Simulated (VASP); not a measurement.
Si2W:

```xyz
9
Lattice="4.6169 0.0000 0.0000 -2.3084 3.9983 0.0000 0.0000 0.0000 6.6532" Properties=species:S:1:pos:R:3 pbc="T T T"
W     2.3084    0.0000    3.3266
W     1.1542    1.9992    5.5444
W    -1.1542    1.9992    1.1089
Si    1.1332    0.6542    1.1089
Si    3.4837    0.6542    5.5444
Si    0.0000    1.3085    3.3266
Si    1.1753    3.3441    1.1089
Si   -1.1753    3.3441    5.5444
Si    2.3084    2.6899    3.3266
```

Base run:

- Program: VASP 6.6.1
- Functional: LDA
- Potentials or basis: VASP PAW LDA potentials, release 64 (W_sv, Si)
- Cutoff: 520 eV
- k mesh: 5 × 5 × 3
- Occupations: fermi-dirac, width 0.05 eV
- Spin: no spin polarisation
- Hubbard terms: W d U = 3.0 eV

Its results: band gap on the k mesh 0.45 eV, indirect (least direct gap 1.02 eV); pressure -6.1 GPa; largest force 0.006 eV/Å.

Task: The run is repeated on the same cell with these changes: hubbard terms from W d U = 3.0 eV to W d U = 6.0 eV. What comes out?

Result: Band gap on the k mesh 0.53 eV, indirect (least direct gap 1.18 eV); pressure -3.2 GPa; largest force 0.057 eV/Å.

Caveats: spin-orbit coupling is left out, which moves the levels of the heavy elements; the U is typed as a test and isn't derived for this compound.

A k mesh can miss the band edges.
